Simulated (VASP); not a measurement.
# C in VASP: a series of runs, part 2 of 2

VASP 6.6.1. Earlier steps stand in the parts before.

### Step 3. Single point, r2SCAN

Contents of POSCAR:

```
C
1.0
    2.4562280000      0.0000000000      0.0000000000
   -1.2281140000      2.1271550000      0.0000000000
    0.0000000000      0.0000000000     24.1339600000
C
4
Direct
    0.0000000000      0.0000000000      0.5704690000
    0.0000000000      0.0000000000      0.4295310000
    0.3333333333      0.6666666667      0.4295250000
    0.6666666667      0.3333333333      0.5704750000
```

Contents of INCAR.step1:

```
ALGO     = Normal         # electronic algorithm
EDIFF    = 1E-4           # SCF threshold, eV
ENCUT    = 520            # plane-wave cutoff, eV
GGA      = PE             # functional
ISMEAR   = 1              # smearing method
LASPH    = True           # aspherical terms in the spheres
LCHARG   = False          # write CHGCAR
LREAL    = False          # projectors in reciprocal space
LWAVE    = True           # write WAVECAR
NBANDS   = 16             # bands
NELM     = 80             # most SCF steps
PREC     = Accurate       # precision mode
SIGMA    = 0.1            # smearing width, eV
```

Contents of INCAR.step2:

```
ALGO     = Normal         # electronic algorithm
EDIFF    = 1E-7           # SCF threshold, eV
ENCUT    = 520            # plane-wave cutoff, eV
ISIF     = 2              # what is computed and relaxed
ISMEAR   = 1              # smearing method
ISTART   = 1            
LASPH    = True           # aspherical terms in the spheres
LCHARG   = False          # write CHGCAR
LMIXTAU  = True         
LREAL    = False          # projectors in reciprocal space
LWAVE    = False          # write WAVECAR
METAGGA  = R2SCAN         # meta-GGA
NBANDS   = 16             # bands
NELM     = 80             # most SCF steps
PREC     = Accurate       # precision mode
SIGMA    = 0.1            # smearing width, eV
```

Contents of KPOINTS:

```
k-points
0
Gamma
  5 5 1
```

Potentials or basis: VASP PAW PBE potentials, release 64 (C).

On the command line:

```console
$ cat potpaw_PBE.64/C/POTCAR > POTCAR
$ cp INCAR.step1 INCAR
$ mpirun -np 1 vasp_std > vasp.out
$ cp INCAR.step2 INCAR
$ mpirun -np 1 vasp_std > vasp.out
```

OUTCAR:

```text
EDIFF = 1E-7
   ENCUT = 520
   ISIF = 2
   ISMEAR = 1
   ISTART = 1
   LASPH = True
   LREAL = False
   METAGGA = R2SCAN
   NELM = 80
   PREC = Accurate

 ion  position               nearest neighbor table
   1  0.000  0.000  0.570-   4 1.42   4 1.42   4 1.42
   2  0.000  0.000  0.430-   3 1.42   3 1.42   3 1.42
   3  0.333  0.667  0.430-   2 1.42   2 1.42   2 1.42
   4  0.667  0.333  0.570-   1 1.42   1 1.42   1 1.42

  LATTYP: Found a hexagonal cell.
 ALAT       =     2.4562280000
 C/A-ratio  =     9.8256187943

  Lattice vectors:

 A1 = (   2.4562280000,   0.0000000000,   0.0000000000)
 A2 = (  -1.2281140000,   2.1271550000,   0.0000000000)
 A3 = (   0.0000000000,   0.0000000000,  24.1339600000)

Analysis of symmetry for initial positions (statically):
=====================================================================
 Subroutine PRICEL returns:
 Original cell was already a primitive cell.

 Routine SETGRP: Setting up the symmetry group for a
 hexagonal supercell.

 Subroutine GETGRP returns: Found 12 space group operations
 (whereof 12 operations were pure point group operations)
 out of a pool of 24 trial point group operations.

The static configuration has the point symmetry D_3d.

Analysis of symmetry for dynamics (positions and initial velocities):
=====================================================================
 Subroutine PRICEL returns:
 Original cell was already a primitive cell.

 Routine SETGRP: Setting up the symmetry group for a
 hexagonal supercell.

 Subroutine GETGRP returns: Found 12 space group operations
 (whereof 12 operations were pure point group operations)
[... 102 lines left out ...]
   EFERMI_NEDOS =   21; number of points for ismear=-14 and -15
   IALGO  =     38    algorithm
   IMIX   =      4    mixing-type and parameters
     AMIX     =   0.40;   BMIX     =  1.00
     AMIX_MAG =   1.60;   BMIX_MAG =  1.00
  volume/ion in A,a.u.               =      31.52       212.73
  Fermi-wavevector in a.u.,A,eV,Ry     =   0.822652  1.554586  9.207823  0.676756
  Thomas-Fermi vector in A             =   1.934024
   LORBIT       =      0    0 simple, 1 ext, 2 COOP (PROOUT), +10 PAW based schemes
   METAGGA = R2SCAN    functional components
   LHFCALC =     F    Hartree Fock is set to
   AEXX    =    0.0000 exact exchange contribution
   IVDW    =     0    specifies the selected vdW correction
   LEPSILON=     F    determine dielectric tensor
   LRPA    =     F    only Hartree local field effects (RPA)
 non-spin polarized calculation
 Methfessel and Paxton  Order N= 1 SIGMA  =   0.10
  energy-cutoff  :      520.00
  volume of cell :      126.09
 maximum number of plane-waves:      3438
 NGX is ok and might be reduce to    18
   NGX =  9   NGY =  9   NGZ = 89

 number of electron      15.9999997 magnetization

 Free energy of the ion-electron system (eV)
  ---------------------------------------------------
  ext. energy  EPLUGINS =         0.00000000
  ---------------------------------------------------
  free energy    TOTEN  =       -39.66941814 eV

  energy without entropy =      -39.67080965  energy(sigma->0) =      -39.66988198

 E-fermi :  -3.1552     XC(G=0):  -3.3489

 val. band max:       -3.2394325662   @ k =   0.4000   0.2000   0.0000
 cond. band min:      -0.4036212680   @ k =   0.4000   0.2000   0.0000
 fundamental gap:      2.8358112982
 Fermi energy:        -3.1552443549

 k-point     1 :       0.0000    0.0000    0.0000
  band No.  band energies     occupation
      1     -22.6933      2.00000
      2     -22.5600      2.00000
      3     -10.3633      2.00000
      4      -9.4314      2.00000
      5      -4.9981      2.00000
      6      -4.9981      2.00000
[... 72 lines left out ...]
      3     -15.3137      2.00000
      4     -15.2841      2.00000
      5     -11.2052      2.00000
      6     -11.1595      2.00000
[... 8 lines left out ...]
     15      10.7306      0.00000
     16      10.8366      0.00000

------------------------ aborting loop because EDIFF is reached ----------------------------------------

  FORCE on cell =-STRESS in cart. coord.  units (eV):
  Direction    XX          YY          ZZ          XY          YZ          ZX
  --------------------------------------------------------------------------------------
  -------------------------------------------------------------------------------------
  Total        0.2693549      0.2693547      0.0179157      0.0000000      0.0000000      0.0000000
  in kB        3.4224654      3.4224627      0.2276399      0.0000000      0.0000000      0.0000000
  external PRESSURE =       2.3575227 kB  Pullay stress =       0.0000000 kB

 VOLUME and BASIS-vectors are now :
 -----------------------------------------------------------------------------
  energy-cutoff  :      520.00
  volume of cell :      126.09
      direct lattice vectors                 reciprocal lattice vectors
     2.456228000  0.000000000  0.000000000     0.407128328  0.235055743  0.000000000
    -1.228114000  2.127155000  0.000000000     0.000000000  0.470111487  0.000000000
     0.000000000  0.000000000 24.133960000     0.000000000  0.000000000  0.041435388

 POSITION                                       TOTAL-FORCE (eV/Angst)
 -----------------------------------------------------------------------------------
      0.00000      0.00000     13.76768        -0.000000      0.000000      0.007288
      0.00000      0.00000     10.36628        -0.000000     -0.000000     -0.007288
     -0.00000      1.41810     10.36614         0.000000      0.000000     -0.005406
      1.22811      0.70905     13.76782         0.000000      0.000000      0.005406
 -----------------------------------------------------------------------------------
    total drift:                               -0.000000      0.000000      0.000000

  FREE ENERGIE OF THE ION-ELECTRON SYSTEM (eV)
  ---------------------------------------------------
  free  energy   TOTEN  =       -39.6694181441 eV

  energy  without entropy=      -39.6708096452  energy(sigma->0) =      -39.66988198
```

Run time: 3.8 min. Hardware: 1 thread of Intel Xeon 8259CL, shared host; peak memory 0.24 GiB.

Results:

| Item | Value |
| --- | --- |
| Free energy | -39.6694 eV |
| Largest force | 0.007 eV/Å |
| Band gap on the k mesh | 2.84 eV, direct |

Forces on the atoms (eV/Å):
```
C    0.000  0.000  0.007
C    0.000  0.000 -0.007
C    0.000  0.000 -0.005
C    0.000  0.000  0.005
```

Caveat: the k points lie up to 0.59 Å⁻¹ apart; the PAW data sets were made with another functional, which shifts forces and pressure a little.

### Step 4. Single point, r2SCAN

POSCAR is that of step 3.

Contents of INCAR.step1:

```
PREC = Accurate ; ENCUT = 520
ISMEAR = 1 ; SIGMA = 0.1
LREAL = F ; LASPH = T
NELM = 100 ; NBANDS = 16
GGA = PE ; ALGO = Normal
EDIFF = 1E-4 ; LWAVE = T
LCHARG = F
```

Contents of INCAR.step2:

```
PREC = Accurate ; ENCUT = 520
EDIFF = 1E-6 ; ISMEAR = 1
SIGMA = 0.1 ; LREAL = F
LASPH = T ; NELM = 100
ALGO = Normal ; ISIF = 2
LWAVE = F ; LCHARG = T
METAGGA = R2SCAN ; LMIXTAU = T
LELF = T ; LVHAR = T
NBANDS = 16 ; ISTART = 1
```

Contents of KPOINTS:

```
Automatic mesh
0
Gamma
  6 6 1
```

On the command line:

```console
$ cat potpaw_PBE.64/C/POTCAR > POTCAR
$ cp INCAR.step1 INCAR
$ mpirun -np 1 vasp_std > vasp.out
$ cp INCAR.step2 INCAR
$ mpirun -np 1 vasp_std > vasp.out
```

Wall time 4.2 min (1 thread of Intel Xeon 8259CL, shared host); peak memory 0.24 GiB.

Results (log left out):

| Item | Value |
| --- | --- |
| Free energy | -39.6293 eV |
| Largest force | 0.039 eV/Å |
| Band gap on the k mesh | zero (filled and empty bands touch) |

Forces on the atoms (eV/Å):
```
C    0.000  0.000 -0.039
C    0.000  0.000  0.039
C    0.000  0.000 -0.026
C    0.000  0.000  0.026
```

Levels at points of the mesh, in eV from the Fermi level:
```tsv
k point	band 6	band 7	band 8	band 9	band 10	band 11
(0.00, 0.00, 0.00)	-3.22	-3.21	-3.21	3.76	4.14	4.49
(0.50, 0.00, 0.00)	-6.82	-2.72	-2.37	1.66	2.02	7.68
```

Caveat: the k points lie up to 0.49 Å⁻¹ apart; the PAW data sets were made with another functional, which shifts forces and pressure a little.

### Step 5. Single point, r2SCAN

POSCAR is that of step 4.

Contents of INCAR.step1:

```
ALGO = Normal
EDIFF = 1E-4
ENCUT = 520
GGA = PE
ISMEAR = 1
LASPH = T
LCHARG = F
LREAL = F
LWAVE = T
NBANDS = 16
NELM = 100
PREC = Accurate
SIGMA = 0.1
```

Contents of INCAR.step2:

```
ALGO = Normal
EDIFF = 1E-7
ENCUT = 520
ISIF = 2
ISMEAR = 1
ISTART = 1
LASPH = T
LCHARG = F
LMIXTAU = T
LREAL = F
LWAVE = F
METAGGA = R2SCAN
NBANDS = 16
NELM = 100
PREC = Accurate
SIGMA = 0.1
```

Contents of KPOINTS:

```
k-points
0
Gamma
  7 7 1
```

On the command line:

```console
$ cat potpaw_PBE.64/C/POTCAR > POTCAR
$ cp INCAR.step1 INCAR
$ mpirun -np 1 vasp_std > vasp.out
$ cp INCAR.step2 INCAR
$ mpirun -np 1 vasp_std > vasp.out
```

It took 5.3 min on 1 thread of Intel Xeon 8259CL, shared host; peak memory 0.24 GiB.

Results (log left out):

```
Free energy            : -39.7434 eV
Largest force          : 0.023 eV/Å
Band gap on the k mesh : 2.78 eV, direct
```

Forces in eV/Å, atoms in the order of the input:
```
C    0.000  0.000  0.023
C    0.000  0.000 -0.023
C    0.000  0.000 -0.017
C    0.000  0.000  0.017
```

Levels at points of the mesh, in eV from the valence-band top:
| k point | band 5 | band 6 | band 7 | band 8 | band 9 | band 10 | band 11 | band 12 |
| --- | --- | --- | --- | --- | --- | --- | --- | --- |
| (0.00, 0.00, 0.00) | -1.90 | -1.90 | -1.89 | -1.89 | 5.09 | 5.47 | 5.83 | 6.57 |

Caveat: the k points lie up to 0.42 Å⁻¹ apart; the PAW data sets were made with another functional, which shifts forces and pressure a little.

### Step 6. Single point, r2SCAN

POSCAR is that of step 5.

Contents of INCAR.step1:

```
PREC = Accurate ; ENCUT = 520
ISMEAR = 1 ; SIGMA = 0.1
LREAL = False ; LASPH = True
NELM = 60 ; NBANDS = 16
GGA = PE ; ALGO = Normal
EDIFF = 1E-4 ; LWAVE = True
LCHARG = False
```

Contents of INCAR.step2:

```
PREC = Accurate ; ENCUT = 520
EDIFF = 1E-6 ; ISMEAR = 1
SIGMA = 0.1 ; LREAL = False
LASPH = True ; NELM = 60
ALGO = Normal ; ISIF = 2
LWAVE = False ; LCHARG = True
METAGGA = R2SCAN ; LMIXTAU = True
LELF = True ; LVHAR = True
NBANDS = 16 ; ISTART = 1
```

Contents of KPOINTS:

```
Automatic mesh
0
Gamma
  9 9 1
```

Potentials or basis: VASP PAW PBE potentials, release 64 (C).

On the command line:

```console
$ cat potpaw_PBE.64/C/POTCAR > POTCAR
$ cp INCAR.step1 INCAR
$ mpirun -np 1 vasp_std > vasp.out
$ cp INCAR.step2 INCAR
$ mpirun -np 1 vasp_std > vasp.out
```

Wall time 5.5 min (1 thread of Intel Xeon 8259CL, shared host); peak memory 0.25 GiB.

Results (log left out):

```yaml
Free_energy: -39.6960 eV
Largest_force: 0.020 eV/Å
Band_gap_on_the_k_mesh: zero (filled and empty bands touch)
```

Forces in eV/Å, atoms in the order of the input:
```
C    0.000  0.000 -0.005
C    0.000  0.000  0.005
C    0.000  0.000 -0.020
C    0.000  0.000  0.020
```

Levels at points of the mesh, in eV from the Fermi level:
| k point | band 6 | band 7 | band 8 | band 9 | band 10 | band 11 |
| --- | --- | --- | --- | --- | --- | --- |
| (0.00, 0.00, 0.00) | -3.22 | -3.21 | -3.21 | 3.76 | 4.15 | 4.49 |

Caveat: the PAW data sets were made with another functional, which shifts forces and pressure a little.

### Step 7. Overview

```tsv
k mesh	gap on the mesh (eV)	largest force (eV/Å)
4 × 4 × 1	4.03	0.03
5 × 5 × 1	2.84	0.01
6 × 6 × 1	none	0.04
7 × 7 × 1	2.78	0.02
9 × 9 × 1	none	0.02
```

Alike in all rows: task single point; level r2SCAN; potentials or basis VASP PAW PBE potentials, release 64 (C); no spin polarisation; cell as given; cutoff (eV) 520; smearing methfessel-paxton 0.1 eV.

Caveats: some runs use coarse meshes; the PAW data sets were made with another functional, which shifts forces and pressure a little.

Absolute energies hang on the potentials; compare differences alone.
